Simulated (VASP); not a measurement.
Crystal: Zn3O4.

```
Zn O
1.0
     4.82981    0.00000    0.00000
    -2.41491    4.18274    0.00000
     0.00000    0.00000    4.79451
Zn O
3 4
Direct
  0.00000 0.50000 0.00000
  0.50000 0.00000 0.00000
  0.50000 0.50000 0.00000
  0.00000 0.00000 0.26033
  0.00000 0.00000 0.73967
  0.33333 0.66667 0.50000
  0.66667 0.33333 0.50000
```

The cell was built from a structure type or drawn by symmetry, and may not be a known phase.

```yaml
Program: VASP 6.6.1
Task: relaxation of cell and atoms
Functional: PBE
Potentials_or_basis: VASP PAW PBE potentials, release 64 (Zn, O)
Cutoff: 600 eV
k_mesh: 6 × 6 × 4
Occupations: gaussian, width 0.1 eV
Spin: collinear spin, ferromagnetic start
Starting_moments: "[0.0, 0.0, 0.0, 1.0, 1.0, 1.0, 1.0] μB"
```

At the start: pressure -10.1 GPa; volume 13.84 Å³/atom.

Question: How do energy, volume and symmetry change on relaxing?

Answer: Over 18 steps the energy falls by 1071.8 meV/atom and the volume is 11.77 Å³/atom (-14.9 %); space group P6/mmm (No. 191, to 0.1 Å) before and after; moment 0.00 μB per cell.

Step by step:
| step | energy change (eV) | largest force (eV/Å) | pressure (GPa) | volume (Å³) |
| --- | --- | --- | --- | --- |
| 1 | 0.0000 | 0.5840 | -10.07 | 96.86 |
| 2 | -2.1528 | 0.2145 | -8.87 | 84.78 |
| 3 | -5.4456 | 3.4674 | 20.50 | 67.55 |
| 4 | -6.2809 | 2.5145 | 21.13 | 66.71 |
| 5 | -6.3805 | 1.3542 | 24.99 | 66.33 |
| 6 | -6.8474 | 0.8740 | 15.70 | 69.74 |
| 7 | -7.2671 | 0.1935 | 2.24 | 76.93 |
| 8 | -7.2851 | 0.0869 | -0.05 | 78.65 |
| 9 | -7.3714 | 0.2359 | 0.61 | 79.17 |
| 10 | -7.4671 | 1.3314 | 2.82 | 80.40 |
| 11 | -7.4964 | 0.5628 | 0.57 | 81.83 |
| 12 | -7.4994 | 0.1406 | 1.07 | 81.49 |
| 13 | -7.4993 | 0.1685 | 0.99 | 81.51 |
| 14 | -7.5017 | 0.1105 | 0.48 | 81.94 |
| 15 | -7.5026 | 0.0433 | -0.09 | 82.44 |
| 16 | -7.5026 | 0.0470 | -0.04 | 82.42 |
| 17 | -7.5026 | 0.0404 | 0.03 | 82.38 |
| 18 | -7.5026 | 0.0002 | -0.01 | 82.40 |

Final structure:
```
Zn O
1.0
     5.43377    0.00000    0.00000
    -2.71688    4.70578    0.00000
     0.00000    0.00000    3.22241
Zn O
3 4
Direct
  0.00000 0.50000 0.00000
  0.50000 0.00000 0.00000
  0.50000 0.50000 0.00000
  0.00000 0.00000 0.20934
  0.00000 0.00000 0.79066
  0.33333 0.66667 0.50000
  0.66667 0.33333 0.50000
```

Caveat: a cell axis changed by over 15 % at a fixed basis, so the end point is rough.
